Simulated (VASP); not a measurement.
Wanted: the native input for a VASP 6.6.1 run.

```yaml
Task: single point
Functional: r2SCAN
Potentials_or_basis: VASP PAW PBE potentials, release 64 (Si, Ge_d)
Cutoff: 520 eV
k_mesh: 12 × 12 × 4
Occupations: gaussian, width 0.02 eV
Spin: no spin polarisation
Dipole_correction: no
Further_INCAR_settings: ALGO = Normal; EDIFF = 1e-06; NBANDS = 26
```

The system is SiGe.

```
Si Ge
1.0
     3.98247    0.00000    0.00000
    -1.99123    3.44892    0.00000
     0.00000    0.00000    6.58275
Si Ge
2 2
Direct
  0.66667 0.33333 0.87462
  0.33333 0.66667 0.37462
  0.66667 0.33333 0.50037
  0.33333 0.66667 0.00037
```

These files were run (other wordings do the same):

POSCAR

```
SiGe
1.0
    3.9824651959      0.0000000000      0.0000000000
   -1.9912325979      3.4489160293      0.0000000000
    0.0000000000      0.0000000000      6.5827532605
Si Ge
2 2
Direct
    0.6666666667      0.3333333333      0.8746243881
    0.3333333333      0.6666666667      0.3746243881
    0.6666666667      0.3333333333      0.5003746119
    0.3333333333      0.6666666667      0.0003746119
```

INCAR.step1

```
SYSTEM = SiGe
PREC     = Accurate       ! precision mode
ENCUT    = 520            ! plane-wave cutoff, eV
ISMEAR   = 0              ! smearing method
SIGMA    = 0.02           ! smearing width, eV
LREAL    = .FALSE.        ! projectors in reciprocal space
LASPH    = .TRUE.         ! aspherical terms in the spheres
NELM     = 100            ! most SCF steps
NBANDS   = 26             ! bands
GGA      = PE             ! functional
ALGO     = Normal         ! electronic algorithm
EDIFF    = 1E-4           ! SCF threshold, eV
LWAVE    = .TRUE.         ! write WAVECAR
LCHARG   = .FALSE.        ! write CHGCAR
```

INCAR.step2

```
SYSTEM = SiGe
PREC     = Accurate       ! precision mode
ENCUT    = 520            ! plane-wave cutoff, eV
EDIFF    = 1E-6           ! SCF threshold, eV
ISMEAR   = 0              ! smearing method
SIGMA    = 0.02           ! smearing width, eV
LREAL    = .FALSE.        ! projectors in reciprocal space
LASPH    = .TRUE.         ! aspherical terms in the spheres
NELM     = 100            ! most SCF steps
ALGO     = Normal         ! electronic algorithm
ISIF     = 2              ! what is computed and relaxed
LWAVE    = .FALSE.        ! write WAVECAR
LCHARG   = .FALSE.        ! write CHGCAR
METAGGA  = R2SCAN         ! meta-GGA
LMIXTAU  = .TRUE.       
NBANDS   = 26             ! bands
ISTART   = 1
```

KPOINTS

```
Automatic mesh
0
G
  12 12 4
  0 0 0
```

Potentials or basis: VASP PAW PBE potentials, release 64 (Si, Ge_d).

Launch:

```console
$ cat potpaw_PBE.64/Si/POTCAR potpaw_PBE.64/Ge_d/POTCAR > POTCAR
$ cp INCAR.step1 INCAR
$ mpirun -np 1 vasp_std > vasp.out
$ cp INCAR.step2 INCAR
$ mpirun -np 1 vasp_std > vasp.out
```

It gave:

```json
{"Pressure": "-4.4 GPa", "Band gap on the k mesh": "0.60 eV"}
```

Caveat: the cell stands under tension; semilocal functionals underestimate gaps, and a narrow one can read as zero; the PAW data sets were made with another functional, which shifts forces and pressure a little.

It took 12 min on 1 thread of Intel Xeon 8259CL, with other jobs on the host, peak memory 0.28 GiB.
